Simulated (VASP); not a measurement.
Write the native input for VASP 6.6.1 that does the following.

```yaml
Task: single point
Functional: r2SCAN
Potentials_or_basis: VASP PAW PBE potentials, release 64 (Si, C)
Cutoff: 520 eV
k_mesh: 12 × 12 × 12
Occupations: gaussian, width 0.05 eV
Spin: no spin polarisation
Dipole_correction: no
Further_INCAR_settings: ALGO = Normal; EDIFF = 1e-07; NBANDS = 11
```

Crystal: SiC.

```
Si C
1.0
     0.00000    2.17400    2.17400
     2.17400    0.00000    2.17400
     2.17400    2.17400    0.00000
Si C
1 1
Direct
  0.05175 0.05175 0.80189
  0.75000 0.75000 0.75000
```

This cell differs from its parent crystal: atom 1 (Si) moved by (-0.450, +0.225) A along [1 1 0] and z.

These files were run (other wordings do the same):

POSCAR

```
SiC
1.0
    0.0000000000      2.1740000000      2.1740000000
    2.1740000000      0.0000000000      2.1740000000
    2.1740000000      2.1740000000      0.0000000000
Si C
1 1
Direct
    0.0517479301      0.0517479301     -0.1981131792
    0.7500000000      0.7500000000      0.7500000000
```

INCAR.step1

```
SYSTEM = SiC
PREC = Accurate
ENCUT = 520
ISMEAR = 0
SIGMA = 0.05
LREAL = .FALSE.
LASPH = .TRUE.
NELM = 100
NBANDS = 11
GGA = PE
ALGO = Normal
EDIFF = 1E-4
LWAVE = .TRUE.
LCHARG = .FALSE.
```

INCAR.step2

```
SYSTEM = SiC
PREC = Accurate
ENCUT = 520
EDIFF = 1E-7
ISMEAR = 0
SIGMA = 0.05
LREAL = .FALSE.
LASPH = .TRUE.
NELM = 100
ALGO = Normal
ISIF = 2
LWAVE = .FALSE.
LCHARG = .FALSE.
METAGGA = R2SCAN
LMIXTAU = .TRUE.
NBANDS = 11
ISTART = 1
```

KPOINTS

```
Automatic mesh
0
G
  12 12 12
  0 0 0
```

Potentials or basis: VASP PAW PBE potentials, release 64 (Si, C).

Run with:

```bash
$ cat potpaw_PBE.64/Si/POTCAR potpaw_PBE.64/C/POTCAR > POTCAR
$ cp INCAR.step1 INCAR
$ mpirun -np 1 vasp_std > vasp.out
$ cp INCAR.step2 INCAR
$ mpirun -np 1 vasp_std > vasp.out
```

Results of the run:

```yaml
Pressure: 14.9 GPa
Largest_force: 3.855 eV/Å
Band_gap_on_the_k_mesh: zero (bands 4 and 5 overlap by 0.57 eV)
```

Caveat: the cell differs from its parent crystal (atom 1 (Si) moved by (-0.450, +0.225) A along [1 1 0] and z); the cell stands under pressure; semilocal functionals underestimate gaps, so a narrow gap can read as zero; the PAW data sets were made with another functional, which shifts forces and pressure a little.

Wall time 3.6 min on 1 thread of Intel(R) Xeon(R) Platinum 8375C CPU @ 2.90GHz (Ice Lake) (shared host), peak memory 0.22 GiB.
